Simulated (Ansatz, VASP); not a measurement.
One calculation of MgAlC4N4, two programs

File INCAR:

```
ALGO     = Normal         # electronic algorithm
EDIFF    = 1E-6           # SCF threshold, eV
ENCUT    = 520            # plane-wave cutoff, eV
GGA      = PE             # functional
ISIF     = 2              # what is computed and relaxed
ISMEAR   = 0              # smearing method
ISPIN    = 2              # spin polarisation
LASPH    = T              # aspherical terms in the spheres
LCHARG   = F              # write CHGCAR
LORBIT   = 11             # projections on sites
LREAL    = F              # projectors in reciprocal space
LWAVE    = F              # write WAVECAR
MAGMOM   = 0 0 1 1 1 1 1 1 1 1 # initial moments
NBANDS   = 36             # bands
NELM     = 150            # most SCF steps
PREC     = Accurate       # precision mode
SIGMA    = 0.1            # smearing width, eV
```

KPOINTS

```
k-points
0
Gamma
  4 4 4
```

File POSCAR:

```
MgAlC4N4
1.0
    5.9828819258      0.0000000000      0.0000000000
    0.0000000000      5.9828819258      0.0000000000
    0.0000000000      0.0000000000      5.9828819258
Mg Al C N
1 1 4 4
Direct
    0.5000000000      0.5000000000      0.5000000000
    0.0000000000      0.0000000000      0.0000000000
    0.1898572456      0.1898572456      0.1898572456
    0.1898572456      0.8101427544      0.8101427544
    0.8101427544      0.1898572456      0.8101427544
    0.8101427544      0.8101427544      0.1898572456
    0.3030008799      0.3030008799      0.3030008799
    0.3030008799      0.6969991201      0.6969991201
    0.6969991201      0.3030008799      0.6969991201
    0.6969991201      0.6969991201      0.3030008799
```

Input for Ansatz:

```yaml
crystal:
  lattice:
    - [5.9828819258, 0.0, 0.0]
    - [0.0, 5.9828819258, 0.0]
    - [0.0, 0.0, 5.9828819258]
  atoms:
    - { symbol: Mg, position: [0.5, 0.5, 0.5] }
    - { symbol: Al, position: [0.0, 0.0, 0.0] }
    - { symbol: C, position: [0.1898572456, 0.1898572456, 0.1898572456], spin: 1.0 }
    - { symbol: C, position: [0.1898572456, 0.8101427544, 0.8101427544], spin: 1.0 }
    - { symbol: C, position: [0.8101427544, 0.1898572456, 0.8101427544], spin: 1.0 }
    - { symbol: C, position: [0.8101427544, 0.8101427544, 0.1898572456], spin: 1.0 }
    - { symbol: "N", position: [0.3030008799, 0.3030008799, 0.3030008799], spin: 1.0 }
    - { symbol: "N", position: [0.3030008799, 0.6969991201, 0.6969991201], spin: 1.0 }
    - { symbol: "N", position: [0.6969991201, 0.3030008799, 0.6969991201], spin: 1.0 }
    - { symbol: "N", position: [0.6969991201, 0.6969991201, 0.3030008799], spin: 1.0 }
basis:
  ecutwfc: 420
kpoints:
  mp_grid: { grid: [4, 4, 4] }
hamiltonian:
  xc: pbe
scf:
  occupations: { method: gaussian, width: 0.1 }
  lower_state_search: "off"
output:
  forces: true
  stress: true
  eigenvalues: true
  populations: true
magnetization:
  spin_polarized: true
```

Alike in both runs: task single point; functional PBE; k mesh 4 × 4 × 4; occupations gaussian, width 0.1 eV; collinear spin.

```csv
,VASP,Ansatz
version,VASP 6.6.1,Ansatz 0.2.0
potentials or method,"VASP PAW PBE potentials, release 64 (Mg, Al, C, N), cutoff 520 eV","scalar-relativistic, plane waves, PAW"
valence electrons in the cell,41,49
```

```csv
,VASP,Ansatz,Ansatz less VASP
gap on the k mesh at the Fermi level (eV),none,none,-
pressure (GPa),0.4,0.1,-0.27
rms of the force components (eV/Å),0.202,0.004,-0.1981
net moment per atom (μB),0.08,0.08,0.000
size of the moment on the site where the two differ most (μB),0.04,0.02,-0.020
```

Site moments also hang on the region over which each program counts them. Atom by atom the forces differ by 0.203 eV/Å (rms over components). A gap of «none» marks a metal or a gap that the smearing closes. One of these differences is far larger than is usual between the two programs; its cause wasn't traced. VASP's potentials hold 41 valence electrons a cell and Ansatz's 49, so a difference there can come from the potentials and not from the codes.

Noted on VASP's run: the standard files for N, O and F lose accuracy on very short bonds.
